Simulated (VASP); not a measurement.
# C (Fd-3m) in VASP: G0W0 quasiparticle levels with PBEsol

Aim: the G0W0 quasiparticle levels of C with PBEsol.

All numbers are computed with VASP 6.6.1; they aren't measurements. Logs are shortened: lines on timing, memory, paths and dates and some standing lists are left out, and cuts for length are marked.

### 1 The cell of the first run

Symmetry: Fd-3m, No. 227, cubic system. The conventional cell has a = 3.567 Å, b = 3.567 Å, c = 3.567 Å, α = 90.00°, β = 90.00°, γ = 90.00°. Within 2.1 Å of C (site symmetry -43m) lie 4 C at 1.54 Å.

### 2 G0W0 quasiparticle levels, PBEsol

The input, POSCAR:

```
C
1.0
    0.0000000000      1.7833700000      1.7833700000
    1.7833700000      0.0000000000      1.7833700000
    1.7833700000      1.7833700000      0.0000000000
C
2
Direct
    0.0000000000      0.0000000000      0.0000000000
    0.2500000000      0.2500000000      0.2500000000
```

The input, INCAR.step1:

```
PREC = Accurate ; ENCUT = 500
EDIFF = 1E-8 ; ISMEAR = 0
SIGMA = 0.01 ; LREAL = False
LASPH = True ; NELM = 100
ALGO = Normal ; LWAVE = True
LCHARG = False ; GGA = PS
```

The input, INCAR.step2:

```
PREC = Accurate ; ENCUT = 500
EDIFF = 1E-8 ; ISMEAR = 0
SIGMA = 0.01 ; LREAL = False
LASPH = True ; NELM = 1
ALGO = Exact ; LWAVE = True
LCHARG = False ; GGA = PS
NBANDS = 48 ; LOPTICS = True
ISTART = 1
```

The input, INCAR.step3:

```
PREC = Accurate ; ENCUT = 500
EDIFF = 1E-8 ; ISMEAR = 0
SIGMA = 0.01 ; LREAL = False
LASPH = True ; ALGO = EVGW0
LWAVE = False ; LCHARG = False
GGA = PS ; NELMGW = 1
NBANDS = 48 ; ENCUTGW = 80.0
NOMEGA = 48 ; PRECFOCK = Fast
ISTART = 1 ; NBANDSGW = 12
```

The input, KPOINTS:

```
regular mesh
0
Gamma
  6 6 6
```

Potentials or basis: VASP PAW PBE potentials, release 64 (C_GW).

On the command line:

```sh
cat potpaw_PBE.64/C_GW/POTCAR > POTCAR
cp INCAR.step1 INCAR
mpirun -np 1 vasp_std > vasp.out
cp INCAR.step2 INCAR
mpirun -np 1 vasp_std > vasp.out
cp INCAR.step3 INCAR
mpirun -np 1 vasp_std > vasp.out
```

OUTCAR:

```text
PREC = Accurate
   ENCUT = 500
   EDIFF = 1E-8
   ISMEAR = 0
   LREAL = False
   LASPH = True
   GGA = PS
   NELMGW = 1
   ENCUTGW = 80.0
   PRECFOCK = Fast
   ISTART = 1

 ion  position               nearest neighbor table
   1  0.000  0.000  0.000-   2 1.54   2 1.54   2 1.54   2 1.54
   2  0.250  0.250  0.250-   1 1.54   1 1.54   1 1.54   1 1.54

  LATTYP: Found a face centered cubic cell.
 ALAT       =     3.5667400000

  Lattice vectors:

 A1 = (   0.0000000000,   1.7833700000,   1.7833700000)
 A2 = (   1.7833700000,   0.0000000000,   1.7833700000)
 A3 = (   1.7833700000,   1.7833700000,   0.0000000000)

Analysis of symmetry for initial positions (statically):
=====================================================================
 Subroutine PRICEL returns:
 Original cell was already a primitive cell.

 Routine SETGRP: Setting up the symmetry group for a
 face centered cubic supercell.

 Subroutine GETGRP returns: Found 48 space group operations
 (whereof 24 operations were pure point group operations)
 out of a pool of 48 trial point group operations.

The static configuration has the point symmetry T_d .
 The point group associated with its full space group is O_h .

Analysis of symmetry for dynamics (positions and initial velocities):
=====================================================================
 Subroutine PRICEL returns:
 Original cell was already a primitive cell.

 Routine SETGRP: Setting up the symmetry group for a
 face centered cubic supercell.

 Subroutine GETGRP returns: Found 48 space group operations
 (whereof 24 operations were pure point group operations)
 out of a pool of 48 trial point group operations.

The dynamic configuration has the point symmetry T_d .
 The point group associated with its full space group is O_h .

 Subroutine INISYM returns: Found 48 space group operations
 (whereof 24 operations are pure point group operations),
 and found     1 'primitive' translations

[... 81 lines left out ...]
   LSORBIT =      F    spin-orbit coupling
   LASPH  =      T    aspherical Exc in radial PAW
   ENCUT  =  500.0 eV  36.75 Ry    6.06 a.u.   4.60  4.60  4.60*2*pi/ulx,y,z
   NELM   =     60;   NELMIN=  2; NELMDL=  0     # of ELM steps
   EDIFF  = 0.1E-07   stopping-criterion for ELM
   LREAL  =      F    real-space projection
   EDIFFG = 0.1E-06   stopping-criterion for IOM
   NSW    =      0    number of steps for IOM
   IBRION =     -1    ionic relax: 0-MD 1-quasi-New 2-CG
   NFREE  =      0    steps in history (QN), initial steepest desc. (CG)
   ISIF   =      0    stress and relaxation
   ISYM   =      3    0-nonsym 1-usesym 2-fastsym
   POTIM  = 0.5000    time-step for ionic-motion
   TEBEG  =    0.0;   TEEND  =   0.0 temperature during run
   PSTRESS=    0.0 pullay stress
   NELECT =       8.0000    total number of electrons
   NUPDOWN=      -1.0000    fix difference up-down
   EMIN   =  10.00;   EMAX   =-10.00  energy-range for DOS
   EFERMI =   0.00;   METHOD = LEGACY
   ISMEAR =     0;   SIGMA  =   0.01  broadening in eV -4-tet -1-fermi 0-gaus
   EFERMI_NEDOS =   21; number of points for ismear=-14 and -15
   IALGO  =     38    algorithm
   IMIX   =      4    mixing-type and parameters
     AMIX     =   0.40;   BMIX     =  1.00
     AMIX_MAG =   1.60;   BMIX_MAG =  1.00
  volume/ion in A,a.u.               =       5.67        38.28
  Fermi-wavevector in a.u.,A,eV,Ry     =   1.457203  2.753714 28.891161  2.123440
  Thomas-Fermi vector in A             =   2.574032
   LORBIT       =      0    0 simple, 1 ext, 2 COOP (PROOUT), +10 PAW based schemes
   GGA     = PS    functional components
   LHFCALC =     T    Hartree Fock is set to
   PRECFOCK=fast      Normal, Fast or Accurate (Low or Medium for compatibility)
   ENCUT4O =  -1.0   cutoff for four orbital integrals eV
   NKREDX  =     1    reduce k-point grid by
   NKREDY  =     1    reduce k-point grid by
   NKREDZ  =     1    reduce k-point grid by
   AEXX    =    1.0000 exact exchange contribution
   HFSCREEN=    0.0000 screening length (either q_TF or 0.3 A-1)
   HFSCREENC=   0.0000 screening length for correlation (either q_TF or 0.3 A-1)
   ENCUTFOCK=  -1.0 apply spherical cutoff to Coloumb kernel
   IVDW    =     0    specifies the selected vdW correction
   LEPSILON=     F    determine dielectric tensor
   LRPA    =     F    only Hartree local field effects (RPA)
   LRPAFORCE           =     F    calculate RPA forces
   ENCUTGW             =  80.0    cutoff for response function in eV
   ENCUTGWSOFT         =  64.0    soft cutoff for Coulomb kernel in GW response function in eV
   ENCUTLF             =  -1.0    cutoff for local field effects
   NELMGW              =     1    number of iterations in solving QP/BSE equation
   NELMHF              =     1    number of iterations in the inner HF iteration
   NKREDLFX            =     1    NKREDLFY  =   1   NKREDLFZ  =   1
 non-spin polarized calculation
 Gauss-broadening in eV      SIGMA  =   0.01
  energy-cutoff  :      500.00
  volume of cell :       11.34
 maximum number of plane-waves:       302
  NGX = 12; NGY = 12; NGZ = 12
   NGX =  9   NGY =  9   NGZ =  9
 maximum number of plane-waves:        22
 NGX is ok and might be reduce to    10

 QP shifts <psi_nk| G(iteration)W_0 |psi_nk>: iteration 1
 for sc-GW calculations column KS-energies equals QP-energies in previous step
 and V_xc(KS)=  KS-energies - (<T + V_ion + V_H > + <T+V_H+V_ion>^1  + <V_x>^1)

 k-point   1 :       0.0000    0.0000    0.0000
  band No.  KS-energies  QP-energies   sigma(KS)   V_xc(KS)     V^pw_x(r,r')   Z            occupation Imag(sigma)

      1     -11.7765     -13.0540     -16.4575     -14.7673     -25.3747       0.7558       2.0000       1.4896
      2       9.7430       9.6025     -16.8916     -16.7221     -19.1326       0.8290       2.0000       0.0858
      3       9.7430       9.6025     -16.8916     -16.7221     -19.1326       0.8290       2.0000       0.0858
      4       9.7430       9.6025     -16.8916     -16.7221     -19.1326       0.8290       2.0000       0.0858
      5      15.2853      16.6489     -13.8721     -15.5222      -9.3147       0.8264       0.0000      -0.1043
      6      15.2853      16.6489     -13.8721     -15.5222      -9.3147       0.8264       0.0000      -0.1043
      7      15.2853      16.6489     -13.8721     -15.5222      -9.3147       0.8264       0.0000      -0.1043
      8      23.1082      24.3728     -14.6114     -16.2297      -7.7178       0.7814       0.0000      -0.2493
      9      28.7047      29.3996     -11.3962     -12.2559      -4.3784       0.8083       0.0000      -0.4135
     10      36.2160      37.4515     -12.4468     -13.9418      -5.9041       0.8264       0.0000      -0.5839
     11      36.2160      37.4515     -12.4468     -13.9418      -5.9041       0.8264       0.0000      -0.5839
     12      36.9950      37.7411     -10.9281     -11.8367      -3.2836       0.8212       0.0000      -0.9949
[... 228 lines left out ...]
      1      -2.4747      -3.4593     -17.0079     -15.7147     -23.3046       0.7614       2.0000       0.4248
      2      -2.4747      -3.4593     -17.0079     -15.7147     -23.3046       0.7614       2.0000       0.4248
      3       1.8540       1.1294     -16.0423     -15.1291     -20.2129       0.7935       2.0000       0.1902
      4       1.8540       1.1294     -16.0423     -15.1291     -20.2129       0.7935       2.0000       0.1902
      5      17.8349      18.9724     -12.9369     -14.3157      -7.6235       0.8249       0.0000      -0.1354
      6      17.8349      18.9724     -12.9369     -14.3157      -7.6235       0.8249       0.0000      -0.1354
      7      24.2209      25.9372     -14.0053     -16.2043      -6.9475       0.7805       0.0000      -0.2912
      8      24.2209      25.9372     -14.0053     -16.2043      -6.9475       0.7805       0.0000      -0.2912
      9      31.3045      32.9113     -13.3516     -15.3976      -5.4949       0.7853       0.0000      -0.6108
     10      31.3045      32.9113     -13.3516     -15.3976      -5.4949       0.7853       0.0000      -0.6108
     11      40.2363      41.4710     -12.0463     -13.5704      -4.2432       0.8101       0.0000      -1.0878
     12      40.2363      41.4710     -12.0463     -13.5704      -4.2432       0.8101       0.0000      -1.0878
```

OUTCAR.step1:

```text
PREC = Accurate
   ENCUT = 500
   EDIFF = 1E-8
   ISMEAR = 0
   LREAL = False
[... 388 lines left out ...]
      0.00000      0.00000      0.00000        -0.000000     -0.000000     -0.000000
      0.89168      0.89168      0.89168         0.000000      0.000000      0.000000
 -----------------------------------------------------------------------------------
    total drift:                               -0.000000     -0.000000     -0.000000

  FREE ENERGIE OF THE ION-ELECTRON SYSTEM (eV)
  ---------------------------------------------------
  free  energy   TOTEN  =       -19.2633399637 eV

  energy  without entropy=      -19.2633399637  energy(sigma->0) =      -19.26333996
```

It took 2.1 min on 1 thread of Intel Xeon 8259CL, shared host; peak memory 0.19 GiB.

What came out:

| Item | Value |
| --- | --- |
| Band gap on the k mesh, mean-field level | 4.04 eV, indirect (least direct gap 5.54 eV) |
| Quasiparticle gap | 5.12 eV |
| Least direct quasiparticle gap | 7.05 eV |

Caveat: the k points lie up to 0.51 Å⁻¹ apart; bands, screening cutoff and mesh are small and nothing is extrapolated, so the quasiparticle values aren't converged. A k mesh can miss the band edges.
